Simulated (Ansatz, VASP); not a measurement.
LuPb2: VASP beside Ansatz

```xyz
3
Lattice="-1.8653 1.8653 6.6034 1.8653 -1.8653 6.6034 1.8653 1.8653 -6.6034" Properties=species:S:1:pos:R:3 pbc="T T T"
Lu    0.0000    0.0000    0.0000
Pb    0.0000    0.0000    4.3979
Pb    0.0000    0.0000    8.8090
```

Change from the starting cell: volume scaled by 1.02.

Alike in both runs: task single point; functional PBEsol; k mesh 12 × 12 × 12; occupations fermi-dirac, width 0.05 eV; no spin polarisation.

```csv
,VASP,Ansatz
version,VASP 6.6.1,Ansatz 0.2.0
potentials or method,"VASP PAW PBE potentials, release 64 (Lu, Pb_d), cutoff 520 eV","all-electron LAPW, scalar-relativistic"
```

```csv
,VASP,Ansatz,Ansatz less VASP
pressure (GPa),-4.4,-4.4,+0.02
"traceless stress, the component that is largest in VASP (GPa)",-0.56,-0.56,+0.002
rms of the force components (eV/Å),0.160,0.162,+0.0022
```

VASP's potentials were made for PBE, not for PBEsol. Atom by atom the forces differ by 0.002 eV/Å (rms over components). Ansatz ran all-electron here, and VASP with PAW potentials.

Neither program's run includes spin-orbit coupling.
